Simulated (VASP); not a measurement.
# H3CCl in VASP: a series of runs, part 2 of 3

VASP 6.6.1.

## Step 3: Single point, r2SCAN+D3(BJ)

Input file POSCAR:

```
H3CCl
1.0
    8.2031320000      0.0000000000      0.0000000000
    0.0000000000      8.2031320000      0.0000000000
    0.0000000000      0.0000000000      8.2031320000
C Cl H
6 6 18
Direct
    0.5495705787      0.2437727444      0.9444563369
    0.9949736271      0.5585427615      0.2575967326
    0.4422579083      0.7350607061      0.6353670769
    0.6619057209      0.9610475609      0.2755654791
    0.0449706283      0.1702764261      0.2693117702
    0.0366445402      0.8063871214      0.9160403612
    0.4571058957      0.3527798894      0.7822621896
    0.9928037242      0.5557267639      0.4810479705
    0.5709282747      0.7706081043      0.8027665531
    0.6991719748      1.0915099257      0.4372841983
    0.1068128612     -0.0235885513      0.3396385673
    0.2089445836      0.9496494753      0.9297790161
    0.6223842308      0.1407876894      0.9013508499
    0.6108764311      0.3426983742      1.0313377866
    0.4376011504      0.1942672628      1.0013126694
    0.9832829705      0.6906386488      0.2285834240
    1.0900104984      0.4892521539      0.2262550450
    0.8670346887      0.5219591736      0.2295342803
    0.4989679552      0.8100320707      0.5443164879
    0.4356628663      0.6128025247      0.5744878907
    0.3136606847      0.7576252583      0.6637464812
    0.5365999231      0.9141386485      0.2740904328
    0.6968070244      1.0121378030      0.1590002453
    0.7302210912      0.8608175511      0.3271799113
    0.0010118087      0.2650207262      0.3501101774
    0.1740188991      0.2037026833      0.2166733389
   -0.0439222482      0.1423114976      0.1625964327
   -0.0083017072      0.8308168148      0.7971589388
    0.0840410711      0.6834828453      0.9333752035
   -0.0721553670      0.8367779526      0.9823686855
```

Input file INCAR.step1:

```
SYSTEM = H3CCl
PREC = Accurate
ENCUT = 520
ISMEAR = -1
SIGMA = 0.02
LREAL = Auto
LASPH = .TRUE.
NELM = 100
NBANDS = 63
GGA = PE
ALGO = Normal
EDIFF = 1E-4
LWAVE = .TRUE.
LCHARG = .FALSE.
```

Input file INCAR.step2:

```
SYSTEM = H3CCl
PREC = Accurate
ENCUT = 520
EDIFF = 1E-6
ISMEAR = -1
SIGMA = 0.02
LREAL = Auto
LASPH = .TRUE.
NELM = 100
ALGO = Normal
ISIF = 2
LWAVE = .FALSE.
LCHARG = .FALSE.
METAGGA = R2SCAN
LMIXTAU = .TRUE.
IVDW = 12
VDW_S6 = 1.0
VDW_S8 = 0.78981345
VDW_A1 = 0.49484001
VDW_A2 = 5.73083694
NBANDS = 63
ISTART = 1
```

Input file KPOINTS:

```
regular mesh
0
G
  1 1 1
  0 0 0
```

Potentials or basis: VASP PAW PBE potentials, release 64 (C, Cl, H).

Command:

```sh
$ cat potpaw_PBE.64/C/POTCAR potpaw_PBE.64/Cl/POTCAR potpaw_PBE.64/H/POTCAR > POTCAR
$ cp INCAR.step1 INCAR
$ mpirun -np 1 vasp_gam > vasp.out
$ cp INCAR.step2 INCAR
$ mpirun -np 1 vasp_gam > vasp.out
```

OUTCAR:

```text
SYSTEM = H3CCl
   PREC = Accurate
   ENCUT = 520
   EDIFF = 1E-6
   ISMEAR = -1
   LREAL = Auto
   LASPH = .TRUE.
   NELM = 100
   ISIF = 2
   METAGGA = R2SCAN
   IVDW = 12
   ISTART = 1
 IVDW          = 12

 ion  position               nearest neighbor table
   1  0.550  0.244  0.944-  13 1.09  15 1.11  14 1.19   7 1.77
   2  0.995  0.559  0.258-  17 1.00  16 1.11  18 1.12   8 1.83
   3  0.442  0.735  0.635-  19 1.07  21 1.10  20 1.12   9 1.76
   4  0.662  0.961  0.276-  24 1.08  23 1.08  22 1.10  10 1.73
   5  0.045  0.170  0.269-  25 1.08  27 1.16  26 1.18  11 1.77
   6  0.037  0.806  0.916-  28 1.06  30 1.07  29 1.09  12 1.84
   7  0.457  0.353  0.782-   1 1.77
   8  0.993  0.556  0.481-   2 1.83
   9  0.571  0.771  0.803-   3 1.76
  10  0.699  0.092  0.437-   4 1.73
  11  0.107  0.976  0.340-   5 1.77
  12  0.209  0.950  0.930-   6 1.84
[... 16 lines left out ...]
  29  0.084  0.683  0.933-   6 1.09
  30  0.928  0.837  0.982-   6 1.07

  LATTYP: Found a simple cubic cell.
 ALAT       =     8.2031320000

  Lattice vectors:

 A1 = (   8.2031320000,   0.0000000000,   0.0000000000)
 A2 = (   0.0000000000,   8.2031320000,   0.0000000000)
 A3 = (   0.0000000000,   0.0000000000,   8.2031320000)

Analysis of symmetry for initial positions (statically):
=====================================================================
 Subroutine PRICEL returns:
 Original cell was already a primitive cell.

 Routine SETGRP: Setting up the symmetry group for a
 simple cubic supercell.

 Subroutine GETGRP returns: Found  1 space group operations
 (whereof  1 operations were pure point group operations)
 out of a pool of 48 trial point group operations.

The static configuration has the point symmetry C_1 .

Analysis of symmetry for dynamics (positions and initial velocities):
[... 165 lines left out ...]
  Fermi-wavevector in a.u.,A,eV,Ry     =   0.874020  1.651659 10.393649  0.763912
  Thomas-Fermi vector in A             =   1.993493
   LORBIT       =      0    0 simple, 1 ext, 2 COOP (PROOUT), +10 PAW based schemes
   METAGGA = R2SCAN    functional components
   LHFCALC =     F    Hartree Fock is set to
   AEXX    =    0.0000 exact exchange contribution
   IVDW    =    12    specifies the selected vdW correction
   LEPSILON=     F    determine dielectric tensor
   LRPA    =     F    only Hartree local field effects (RPA)
 non-spin polarized calculation
  energy-cutoff  :      520.00
  volume of cell :      552.00
 maximum number of plane-waves:      7398
 NGX is ok and might be reduce to    64
   NGX = 31   NGY = 31   NGZ = 31

 number of electron      84.0000001 magnetization

 Free energy of the ion-electron system (eV)
  ---------------------------------------------------
  ext. energy  EPLUGINS =         0.00000000
  ---------------------------------------------------
  free energy    TOTEN  =      -163.72827831 eV

  energy without entropy =     -163.72827831  energy(sigma->0) =     -163.72827831

 E-fermi :  -3.0831     XC(G=0):  -5.9017

 val. band max:       -3.6432785918   @ k =   0.0000   0.0000   0.0000
 cond. band min:       2.1434004654   @ k =   0.0000   0.0000   0.0000
 fundamental gap:      5.7866790572
 Fermi energy:        -3.0831318558

 k-point     1 :       0.0000    0.0000    0.0000
  band No.  band energies     occupation
      1     -19.5708      2.00000
      2     -19.2006      2.00000
      3     -19.1454      2.00000
      4     -19.0464      2.00000
      5     -19.0110      2.00000
      6     -18.8012      2.00000
[... 46 lines left out ...]
     53       4.5404      0.00000
     54       4.7305      0.00000
 [bands above 54 left out]

------------------------ aborting loop because EDIFF is reached ----------------------------------------

 Edisp (eV)   -0.64530

 E8    (eV) :    -0.1261

  FORCE on cell =-STRESS in cart. coord.  units (eV):
  Direction    XX          YY          ZZ          XY          YZ          ZX
  --------------------------------------------------------------------------------------
  -------------------------------------------------------------------------------------
  Total      -6.58369     0.06942     2.51421    -4.29420    -1.85101    -3.33504
  in kB     -19.10913     0.20149     7.29749   -12.46388    -5.37255    -9.67993
  external pressure =       -3.87 kB  Pullay stress =        0.00 kB

 VOLUME and BASIS-vectors are now :
 -----------------------------------------------------------------------------
  energy-cutoff  :      520.00
  volume of cell :      552.00
      direct lattice vectors                 reciprocal lattice vectors
     8.203132000  0.000000000  0.000000000     0.121904658  0.000000000  0.000000000
     0.000000000  8.203132000  0.000000000     0.000000000  0.121904658  0.000000000
     0.000000000  0.000000000  8.203132000     0.000000000  0.000000000  0.121904658

 POSITION                                       TOTAL-FORCE (eV/Angst)
 -----------------------------------------------------------------------------------
      4.50820      1.99970      7.74750        -0.712949      1.388801      1.712408
      8.16190      4.58180      2.11310        -5.195929      3.437327      2.263267
      3.62790      6.02980      5.21200        -0.629288     -0.943110     -1.299144
      5.42970      7.88360      2.26050        -0.531182     -1.438937      0.650980
      0.36890      1.39680      2.20920         1.887085     -0.209554     -3.576935
      0.30060      6.61490      7.51440         0.837877      0.631192     -0.609602
[... 22 lines left out ...]
      0.68940      5.60670      7.65660        -0.208575      0.230681     -0.001458
      7.61123      6.86420      8.05850         0.182507      0.256199      1.364295
 -----------------------------------------------------------------------------------
    total drift:                               -0.005617     -0.007295     -0.001865

  FREE ENERGIE OF THE ION-ELECTRON SYSTEM (eV)
  ---------------------------------------------------
  free  energy   TOTEN  =      -164.3735742497 eV

  energy  without entropy=     -164.3735742497  energy(sigma->0) =     -164.37357425
```

OUTCAR.step1:

```text
SYSTEM = H3CCl
   PREC = Accurate
   ENCUT = 520
   ISMEAR = -1
   LREAL = Auto
   LASPH = .TRUE.
[... 342 lines left out ...]
      0.30060      6.61490      7.51440         0.987015      0.698595     -0.492260
[... 22 lines left out ...]
      0.68940      5.60670      7.65660        -0.141863      0.018554      0.023219
      7.61123      6.86420      8.05850        -0.018610      0.271726      1.405330
 -----------------------------------------------------------------------------------
    total drift:                               -0.003539     -0.008354     -0.000878

  FREE ENERGIE OF THE ION-ELECTRON SYSTEM (eV)
  ---------------------------------------------------
  free  energy   TOTEN  =      -132.4837536720 eV

  energy  without entropy=     -132.4837536719  energy(sigma->0) =     -132.48375367
```

Run time: 3 min. Hardware: 1 thread of Intel Xeon Platinum 8488C (Sapphire Rapids), shared host; peak memory 0.61 GiB.

What came out:

```yaml
Free_energy: -164.3736 eV
Pressure: -0.4 GPa
Largest_force: 6.628 eV/Å
Dispersion_energy_per_atom: -0.022 eV
```

Forces in eV/Å, atoms in the order of the input:
```
C   -0.713  1.389  1.712
C   -5.196  3.437  2.263
C   -0.629 -0.943 -1.299
C   -0.531 -1.439  0.651
C    1.887 -0.210 -3.577
C    0.838  0.631 -0.610
Cl   0.301  0.082 -0.533
Cl   0.173  0.035 -0.217
Cl   0.138 -0.622  0.486
Cl  -0.487  1.606  0.831
Cl  -0.587 -0.485  1.226
Cl  -1.015 -0.583  0.339
H    0.253  0.511 -0.039
H   -0.767 -2.128 -1.540
H    0.878 -0.010  0.423
H    1.253 -0.732 -0.083
H    2.732 -1.813 -1.619
H    1.100 -0.767 -0.271
H   -0.613  0.735 -0.467
H    0.836  0.251  1.200
H    0.456  0.709  0.073
H   -0.048  0.686 -0.115
H    0.273 -0.163 -0.032
H    0.577 -0.725 -1.301
H   -0.077 -0.660  0.670
H   -2.362  0.381  0.329
H    1.251  0.805  1.474
H    0.106 -0.467 -1.337
H   -0.209  0.231 -0.001
H    0.183  0.256  1.364
```

Levels at points of the mesh, in eV from the Fermi level:
```csv
k point,band 40,band 41,band 42,band 43,band 44,band 45
"(0.00, 0.00, 0.00)",-0.82,-0.70,-0.56,5.23,5.35,5.65
```

Caveat: the k points lie up to 0.77 Å⁻¹ apart; the PAW data sets were made with another functional, which shifts forces and pressure a little.

## Step 4: Single point, r2SCAN+D3(BJ)

Input file POSCAR:

```
H3CCl
1.0
    8.2031320000      0.0000000000      0.0000000000
    0.0000000000      8.2031320000      0.0000000000
    0.0000000000      0.0000000000      8.2031320000
C Cl H
6 6 18
Direct
    0.5532277184      0.2427487452      0.9454803360
    0.9973020061      0.5600178078      0.2532325458
    0.4444400017      0.7290873778      0.6362813618
    0.6581144860      0.9691907920      0.2760287168
    0.0424593923      0.1702154738      0.2741026232
    0.0336334951      0.8063871214      0.9198072151
    0.4560331347      0.3490739878      0.7839200930
    0.9951199127      0.5590303801      0.4791950197
    0.5713305601      0.7691330580      0.8019254109
    0.7009395923      1.0890474516      0.4380034358
    0.1070322896     -0.0209797916      0.3395410436
    0.2110169628      0.9514049024      0.9306079678
    0.6278333690      0.1389469291      0.9051420848
    0.5951629207      0.3268995306      1.0270223617
    0.4348582956      0.2030687791      0.9965340068
    0.9901096313      0.6899681731      0.2158200063
    1.1049316286      0.4676872200      0.2185384802
    0.8683146876      0.5393915397      0.2272180918
    0.5196795565      0.7952084643      0.5396475395
    0.4228872582      0.6114737639      0.5761336036
    0.3185246806      0.7706690566      0.6581144860
    0.5320406888      0.9092015099      0.2786740479
    0.6810813236      1.0213781760      0.1618284333
    0.7318789945      0.8691192584      0.3361277132
   -0.0009386659      0.2779913818      0.3419181844
    0.1637789079      0.1845880330      0.2228295241
   -0.0311100687      0.1419214027      0.1715320441
   -0.0075824697      0.8311825288      0.7925021809
    0.0807130740      0.6879201749      0.9356792016
   -0.0843092614      0.8413859487      0.9780044988
```

INCAR.step1, as its differences from that of step 3:

```diff
@@ -7,3 +7,3 @@
 LASPH = .TRUE.
-NELM = 100
+NELM = 80
 NBANDS = 63
```

Input file INCAR.step2:

```
SYSTEM = H3CCl
PREC = Accurate
ENCUT = 520
EDIFF = 1E-7
ISMEAR = -1
SIGMA = 0.02
LREAL = Auto
LASPH = .TRUE.
NELM = 80
ALGO = Normal
ISIF = 2
LWAVE = .FALSE.
LCHARG = .TRUE.
METAGGA = R2SCAN
LMIXTAU = .TRUE.
IVDW = 12
VDW_S6 = 1.0
VDW_S8 = 0.78981345
VDW_A1 = 0.49484001
VDW_A2 = 5.73083694
LELF = .TRUE.
LVHAR = .TRUE.
NBANDS = 63
ISTART = 1
```

KPOINTS is that of step 3.

Command:

```sh
$ cat potpaw_PBE.64/C/POTCAR potpaw_PBE.64/Cl/POTCAR potpaw_PBE.64/H/POTCAR > POTCAR
$ cp INCAR.step1 INCAR
$ mpirun -np 1 vasp_gam > vasp.out
$ cp INCAR.step2 INCAR
$ mpirun -np 1 vasp_gam > vasp.out
```

Run time: 3.4 min. Hardware: 1 thread of Intel Xeon Platinum 8488C (Sapphire Rapids), shared host; peak memory 0.62 GiB.

Results (log left out):

| Quantity | Value |
| --- | --- |
| Free energy | -162.7780 eV |
| Pressure | 0.0 GPa |
| Largest force | 5.042 eV/Å |
| Dispersion energy per atom | -0.021 eV |

Forces on the atoms (eV/Å):
```
C   -3.209 -1.956 -1.149
C    0.356 -0.031  0.902
C    0.087  1.121 -2.769
C   -1.345 -4.408  2.045
C    1.699  0.560 -1.537
C   -0.831  2.743 -2.294
Cl   0.509  0.385 -0.934
Cl   0.184  0.179 -0.692
Cl   0.223 -0.832  0.944
Cl  -0.501  2.862  1.920
Cl  -0.700 -1.629  2.194
Cl  -1.431 -0.845  0.421
H   -0.077  0.644  0.063
H    1.719  1.640  1.486
H    1.005 -0.847  0.554
H    1.670 -0.456  0.238
H   -2.395  2.149  0.009
H    0.281 -1.563 -0.383
H   -1.752 -0.169  0.639
H    0.909 -0.655  1.228
H    0.699  0.660 -0.040
H    0.935  1.341 -0.050
H    0.774  0.280 -1.231
H   -0.052 -0.123 -2.647
H    0.180 -1.367  0.771
H   -0.153  1.890 -0.598
H   -0.951  0.248 -0.682
H    0.647 -0.775  0.357
H    0.193 -0.956  0.344
H    1.329 -0.086  0.889
```

Stress tensor (GPa, compression positive):
```
-2.93  0.88  0.29
 0.88  1.21  0.12
 0.29  0.12  1.80
```

Levels at points of the mesh, in eV from the Fermi level:
| k point | band 40 | band 41 | band 42 | band 43 | band 44 | band 45 |
| --- | --- | --- | --- | --- | --- | --- |
| (0.00, 0.00, 0.00) | -0.72 | -0.63 | -0.51 | 4.95 | 5.15 | 5.44 |

Caveat: the k points lie up to 0.77 Å⁻¹ apart; the PAW data sets were made with another functional, which shifts forces and pressure a little.

(Part 2 of 3 ends here.)
